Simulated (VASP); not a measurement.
Here is a VASP 6.6.1 calculation.

File INCAR:

```
SYSTEM = Li
  PREC = Accurate
  ENCUT = 520
  EDIFF = 1E-7
  ISMEAR = 0
  SIGMA = 0.1
  LREAL = .False.
  LASPH = .True.
  NELM = 100
  ALGO = Normal
  ISIF = 2
  LWAVE = .False.
  LCHARG = .False.
  GGA = PE
  IVDW = 12
  NBANDS = 14
```

File KPOINTS:

```
regular mesh
0
Gamma
  15 15 4
  0 0 0
```

The input POSCAR:

```
Li
1.0
    2.9500393383      0.0000000000      0.0000000000
   -1.4750196692      2.5548090092      0.0000000000
    0.0000000000      0.0000000000      9.6878098281
Li
4
Direct
    0.0000000000      0.0000000000      0.0000000000
    0.3333333333      0.6666666667      0.2500000000
    0.0000000000      0.0000000000      0.5000000000
    0.6666666667      0.3333333333      0.7500000000
```

Potentials or basis: VASP PAW PBE potentials, release 64 (Li_sv).

Run with:

```sh
$ cat potpaw_PBE.64/Li_sv/POTCAR > POTCAR
$ mpirun -np 1 vasp_std > vasp.out
```

Predict the band gap on the k mesh.

zero (band 6 reaches 2.59 eV, above the bottom of band 7 at -1.62 eV).

Predict the dispersion energy per atom.

-0.188 eV.
